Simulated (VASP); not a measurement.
# TiO2 in VASP: a series of runs, part 2 of 2

VASP 6.6.1.

**3. Relaxation of the atoms, r2SCAN+D4**

Contents of POSCAR:

```
TiO2
1.0
    4.5922000000      0.0000000000      0.0000000000
    0.0000000000      4.5922000000      0.0000000000
    0.0000000000      0.0000000000      2.9574000000
Ti O
2 4
Direct
    0.0000000000      0.0000000000      0.0000000000
    0.5000000000      0.5000000000      0.5000000000
    0.3049599996      0.3049599996      0.0000000000
    0.1950400004      0.8049599996      0.5000000000
    0.6950400004      0.6950400004      0.0000000000
    0.8049599996      0.1950400004      0.5000000000
```

Contents of INCAR.step1:

```
PREC = Accurate
ENCUT = 580
ISMEAR = 0
SIGMA = 0.1
LREAL = F
LASPH = T
NELM = 120
GGA = PE
ALGO = Normal
EDIFF = 1E-5
LWAVE = T
LCHARG = F
GGA_COMPAT = F
IBRION = 2
EDIFFG = -0.01
NELMIN = 4
NSW = 100
```

Contents of INCAR.step2:

```
PREC = Accurate
ENCUT = 580
EDIFF = 1E-7
ISMEAR = 0
SIGMA = 0.1
LREAL = F
LASPH = T
NELM = 120
ALGO = Normal
ISIF = 2
LWAVE = F
LCHARG = F
METAGGA = R2SCAN
LMIXTAU = T
IVDW = 13
VDW_S6 = 1.0
VDW_S8 = 0.6018749
VDW_A1 = 0.51559235
VDW_A2 = 5.77342911
IBRION = 2
NSW = 80
EDIFFG = -0.01
ISTART = 1
GGA_COMPAT = F
NELMIN = 4
```

Contents of KPOINTS:

```
regular mesh
0
Gamma
  2 2 3
```

Potentials or basis: VASP PAW PBE potentials, release 64 (Ti_sv, O).

On the command line:

```console
> cat potpaw_PBE.64/Ti_sv/POTCAR potpaw_PBE.64/O/POTCAR > POTCAR
> cp INCAR.step1 INCAR
> mpirun -np 1 vasp_std > vasp.out
> cp INCAR.step2 INCAR
> mpirun -np 1 vasp_std > vasp.out
```

OUTCAR:

```text
PREC = Accurate
   ENCUT = 580
   EDIFF = 1E-7
   ISMEAR = 0
   LREAL = F
   LASPH = T
   NELM = 120
   ISIF = 2
   METAGGA = R2SCAN
   IVDW = 13
   IBRION = 2
   NSW = 80
   EDIFFG = -0.01
   ISTART = 1
   NELMIN = 4

 ion  position               nearest neighbor table
   1  0.000  0.000  0.000-   4 1.95   6 1.95   4 1.95   6 1.95   5 1.98   3 1.98
   2  0.500  0.500  0.500-   3 1.95   5 1.95   3 1.95   5 1.95   4 1.98   6 1.98
[... 436 lines left out ...]
  --------------------------------------------------------------------------------------
  -------------------------------------------------------------------------------------
  Total      -0.19193    -0.19193     0.11129    -0.00000     0.00000     0.00000
  in kB      -4.93065    -4.93065     2.85894    -0.00000     0.00000     0.00000
  external pressure =       -2.33 kB  Pullay stress =        0.00 kB

 VOLUME and BASIS-vectors are now :
 -----------------------------------------------------------------------------
  energy-cutoff  :      580.00
  volume of cell :       62.37
      direct lattice vectors                 reciprocal lattice vectors
     4.592200000  0.000000000  0.000000000     0.217760550  0.000000000  0.000000000
     0.000000000  4.592200000  0.000000000     0.000000000  0.217760550  0.000000000
     0.000000000  0.000000000  2.957400000     0.000000000  0.000000000  0.338134848

 POSITION                                       TOTAL-FORCE (eV/Angst)
 -----------------------------------------------------------------------------------
      0.00000      0.00000      0.00000        -0.000000     -0.000000      0.000000
      2.29610      2.29610      1.47870        -0.000000     -0.000000      0.000000
      1.39841      1.39841      0.00000         0.002065      0.002065      0.000000
      0.89769      3.69451      1.47870        -0.002065      0.002065      0.000000
      3.19379      3.19379      2.95740        -0.002065     -0.002065     -0.000000
      3.69451      0.89769      1.47870         0.002065     -0.002065     -0.000000
 -----------------------------------------------------------------------------------
    total drift:                                0.000000      0.000000      0.000000

  FREE ENERGIE OF THE ION-ELECTRON SYSTEM (eV)
  ---------------------------------------------------
  free  energy   TOTEN  =       -70.2170433030 eV

  energy  without entropy=      -70.2170433030  energy(sigma->0) =      -70.21704330

 reached required accuracy - stopping structural energy minimisation
```

OUTCAR.step1:

```text
PREC = Accurate
   ENCUT = 580
   ISMEAR = 0
   LREAL = F
   LASPH = T
   NELM = 120
[... 458 lines left out ...]
      0.89920      3.69300      1.47870        -0.001736      0.001736      0.000000
      3.19530      3.19530      0.00000        -0.001736     -0.001736     -0.000000
      3.69300      0.89920      1.47870         0.001736     -0.001736     -0.000000
 -----------------------------------------------------------------------------------
    total drift:                                0.000000     -0.000000      0.000000

  FREE ENERGIE OF THE ION-ELECTRON SYSTEM (eV)
  ---------------------------------------------------
  free  energy   TOTEN  =       -53.5597409395 eV

  energy  without entropy=      -53.5597409395  energy(sigma->0) =      -53.55974094

 reached required accuracy - stopping structural energy minimisation
```

Run time: 7 min. Hardware: 1 thread of AMD EPYC, shared host; peak memory 0.16 GiB.

Results:

```
Free energy                : -70.2170 eV
Energy gained by relaxing  : 0.1 meV/atom
Ionic steps                : 2
Pressure after relaxing    : -0.2 GPa
Band gap on the k mesh     : 2.19 eV
Dispersion energy per atom : -0.083 eV
```

Forces on the atoms (eV/Å):
```
Ti   0.000  0.000  0.000
Ti   0.000  0.000  0.000
O    0.002  0.002  0.000
O   -0.002  0.002  0.000
O   -0.002 -0.002  0.000
O    0.002 -0.002  0.000
```

Step by step:
```tsv
step	energy change (eV)	largest force (eV/Å)	pressure (GPa)
1	0.0000	0.0594	-0.09
2	-0.0003	0.0029	-0.23
```

Final structure:
```
Ti O
1.0
     4.59220    0.00000    0.00000
     0.00000    4.59220    0.00000
     0.00000    0.00000    2.95740
Ti O
2 4
Direct
  0.00000 0.00000 0.00000
  0.50000 0.50000 0.50000
  0.30452 0.30452 0.00000
  0.19548 0.80452 0.50000
  0.69548 0.69548 0.00000
  0.80452 0.19548 0.50000
```

Levels at points of the mesh, in eV from the valence-band top:
```tsv
k point	band 20	band 21	band 22	band 23	band 24	band 25	band 26	band 27	band 28
(0.00, 0.00, 0.00)	-2.10	-0.77	-0.49	-0.49	0.00	2.19	2.52	2.73	2.83
(0.50, 0.00, 0.00)	-3.16	-1.72	-1.72	-0.78	-0.78	2.88	2.88	3.37	3.37
(0.50, 0.50, 0.00)	-2.22	-1.40	-1.40	-1.13	-1.13	2.23	2.23	2.85	2.85
```

Caveat: the k points lie up to 0.71 Å⁻¹ apart; the PAW data sets were made with another functional, which shifts forces and pressure a little. r2SCAN opens gaps a little over a GGA but as a rule still falls short of measured ones.
